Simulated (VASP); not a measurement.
A run of VASP 6.6.1 is set up as follows.

INCAR

```
SYSTEM = Bi
ALGO = Normal
EDIFF = 1E-6
ENCUT = 520
GGA = PE
ISIF = 2
ISMEAR = -1
LASPH = .True.
LCHARG = .False.
LREAL = .False.
LWAVE = .False.
NBANDS = 22
NELM = 60
PREC = Accurate
SIGMA = 0.1
```

The input KPOINTS:

```
k-points
0
Gamma
  12 12 8
  0 0 0
```

Contents of POSCAR:

```
Bi
1.0
   -3.1248721769      3.1587347452      1.6668602498
    3.1587347452     -3.1248721769      1.6668602498
    3.1025181351      3.1025181351     -1.6048408939
Bi
2
Direct
    0.0001780374      0.9998219626      1.0000000000
    0.7498219626      0.2501780374      0.5000000000
```

Potentials or basis: VASP PAW PBE potentials, release 64 (Bi_d).

Run with:

```console
$ cat potpaw_PBE.64/Bi_d/POTCAR > POTCAR
$ mpirun -np 1 vasp_std > vasp.out
```

**Question.** What does it give for the largest force?

**Answer.** 0.013 eV/Å.

**Question.** Estimate the band gap on the k mesh.

**Answer.** Zero (bands 15 and 16 overlap by 5.42 eV).

**Question.** Estimate the pressure.

**Answer.** 2.2 GPa.

Forces in eV/Å, atoms in the order of the input:
```
Bi  -0.009  0.009  0.000
Bi   0.009 -0.009  0.000
```

Caveat: spin-orbit coupling is left out, which moves the levels of the heavy elements.
